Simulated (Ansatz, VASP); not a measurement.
**One calculation of Rb, two programs**

INCAR

```
ALGO = Normal
EDIFF = 1E-7
ENCUT = 520
ISIF = 2
ISMEAR = 0
LASPH = True
LCHARG = False
LREAL = False
LWAVE = False
NBANDS = 10
NELM = 100
PREC = Accurate
SIGMA = 0.15
```

Contents of KPOINTS:

```
k-points
0
Gamma
  12 12 12
```

The input POSCAR:

```
Rb
1.0
   -3.0653060563      2.8437176667      2.7308451955
    3.0653060563     -2.8437176667      2.7308451955
    3.0653060563      2.8437176667     -2.7308451955
Rb
1
Direct
    0.0000000000      0.0000000000      0.0000000000
```

Input for Ansatz:

```yaml
crystal:
  lattice:
    - [-3.0653060563, 2.8437176667, 2.7308451955]
    - [3.0653060563, -2.8437176667, 2.7308451955]
    - [3.0653060563, 2.8437176667, -2.7308451955]
  atoms:
    - { symbol: Rb, position: [0.0, 0.0, 0.0] }
basis:
  ecutwfc: 420
kpoints:
  mp_grid: { grid: [12, 12, 12] }
hamiltonian:
  xc: lda
scf:
  occupations: { method: gaussian, width: 0.15 }
output:
  forces: true
  stress: true
  eigenvalues: true
```

Change from the starting cell: strain +0.0375 x Voigt [1, -1, 0, 0, 0, 0], atoms carried along.

Alike in both runs: task single point; functional LDA; k mesh 12 × 12 × 12; occupations gaussian, width 0.15 eV; no spin polarisation.

|  | VASP | Ansatz |
| --- | --- | --- |
| version | VASP 6.6.1 | Ansatz 0.2.0 |
| potentials or method | VASP PAW LDA potentials, release 64 (Rb_sv), cutoff 520 eV | scalar-relativistic, plane waves, PAW |
| valence electrons in the cell | 9 | 9 |

|  | VASP | Ansatz | Ansatz less VASP |
| --- | --- | --- | --- |
| gap on the k mesh at the Fermi level (eV) | none | none | - |
| pressure (GPa) | -0.5 | -0.5 | 0.00 |

LDA's correlation is that of Perdew and Zunger in VASP and of Perdew and Wang (1992) in Ansatz. A gap of «none» marks a metal or a gap that the smearing closes.
